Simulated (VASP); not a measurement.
Write the native input for VASP 6.6.1 that does the following.

- Task: single point
- Functional: r2SCAN
- Potentials or basis: VASP PAW PBE potentials, release 64 (W_sv)
- Cutoff: 520 eV
- k mesh: 18 × 18 × 18
- Occupations: gaussian, width 0.05 eV
- Spin: no spin polarisation
- Dipole correction: no
- Further INCAR settings: ALGO = Normal; EDIFF = 1e-06; NBANDS = 13

Crystal: W.

```
W
1.0
    -1.58413    1.58413    1.58413
     1.58413   -1.58413    1.58413
     1.58413    1.58413   -1.58413
W
1
Direct
  0.00000 0.00000 0.00000
```

These files were run (other wordings do the same):

POSCAR

```
W
1.0
   -1.5841318500      1.5841318500      1.5841318500
    1.5841318500     -1.5841318500      1.5841318500
    1.5841318500      1.5841318500     -1.5841318500
W
1
Direct
    0.0000000000      0.0000000000      0.0000000000
```

INCAR.step1

```
PREC = Accurate
ENCUT = 520
ISMEAR = 0
SIGMA = 0.05
LREAL = False
LASPH = True
NELM = 100
NBANDS = 13
GGA = PE
ALGO = Normal
EDIFF = 1E-4
LWAVE = True
LCHARG = False
```

INCAR.step2

```
PREC = Accurate
ENCUT = 520
EDIFF = 1E-6
ISMEAR = 0
SIGMA = 0.05
LREAL = False
LASPH = True
NELM = 100
ALGO = Normal
ISIF = 2
LWAVE = False
LCHARG = False
METAGGA = R2SCAN
LMIXTAU = True
NBANDS = 13
ISTART = 1
```

KPOINTS

```
Automatic mesh
0
Gamma
  18 18 18
```

Potentials or basis: VASP PAW PBE potentials, release 64 (W_sv).

Command:

```sh
$ cat potpaw_PBE.64/W_sv/POTCAR > POTCAR
$ cp INCAR.step1 INCAR
$ mpirun -np 1 vasp_std > vasp.out
$ cp INCAR.step2 INCAR
$ mpirun -np 1 vasp_std > vasp.out
```

Results of the run:

| Quantity | Value |
| --- | --- |
| Pressure | 1.2 GPa |
| Band gap on the k mesh | zero (band 7 reaches 16.56 eV, above the bottom of band 8 at 9.97 eV) |

Caveat: the PAW data sets were made with another functional, which shifts forces and pressure a little; spin-orbit coupling is left out, which moves the levels of the heavy elements.

Run time: 2.3 min on 1 thread of Intel(R) Xeon(R) Platinum 8375C CPU @ 2.90GHz (Ice Lake), on a shared host, peak memory 0.15 GiB.
